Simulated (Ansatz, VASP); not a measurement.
# NaCl in VASP and in Ansatz

The input INCAR:

```
  PREC = Accurate
  ENCUT = 500
  EDIFF = 1E-6
  ISMEAR = 0
  SIGMA = 0.05
  LREAL = F
  LASPH = T
  NELM = 120
  ALGO = Normal
  ISIF = 2
  LWAVE = F
  LCHARG = F
  GGA = PS
  NBANDS = 14
  GGA_COMPAT = F
```

Contents of KPOINTS:

```
regular mesh
0
Gamma
  12 12 12
```

POSCAR

```
NaCl
1.0
    2.8600017931      0.0000000000      0.0000000000
    0.0000000000      2.8600017931      0.0000000000
    0.0000000000      0.0000000000      2.8600017931
Na Cl
1 1
Direct
    0.0000000000      0.0000000000      0.0000000000
    0.5000000000      0.5000000000      0.5000000000
```

Input for Ansatz:

```yaml
crystal:
  lattice:
    - [2.8600017931, 0.0, 0.0]
    - [0.0, 2.8600017931, 0.0]
    - [0.0, 0.0, 2.8600017931]
  atoms:
    - { symbol: Na, position: [0.0, 0.0, 0.0] }
    - { symbol: Cl, position: [0.5, 0.5, 0.5] }
basis:
  ecutwfc: 420
  ecutrho_ratio: 4
kpoints:
  mp_grid: { grid: [12, 12, 12] }
hamiltonian:
  xc: pbesol
scf:
  occupations: { method: gaussian, width: 0.05 }
output:
  forces: true
  stress: true
  eigenvalues: true
  states_by_energy: { minimum_broadening: 0.025 }
```

Alike in both runs: task single point; functional PBEsol; k mesh 12 × 12 × 12; occupations gaussian, width 0.05 eV; no spin polarisation.

|  | VASP | Ansatz |
| --- | --- | --- |
| version | VASP 6.6.1 | Ansatz 0.2.0 |
| potentials or method | VASP PAW PBE potentials, release 64 (Na_pv, Cl), cutoff 500 eV | scalar-relativistic, plane waves, PAW |
| valence electrons in the cell | 14 | 16 |

Ansatz gave:

| Item | Value |
| --- | --- |
| gap on the k mesh at the Fermi level (eV) | 4.15 |
| least direct gap on the mesh (eV) | 4.15 |

Problem. Which values does VASP return?

Solution. gap on the k mesh at the Fermi level (eV): 4.20; least direct gap on the mesh (eV): 4.20.

VASP's potentials were made for PBE, not for PBEsol. The functional is the same, so the differences come from potentials, cutoffs and numerics. VASP's potentials hold 14 valence electrons a cell and Ansatz's 16, so a difference there can come from the potentials and not from the codes.
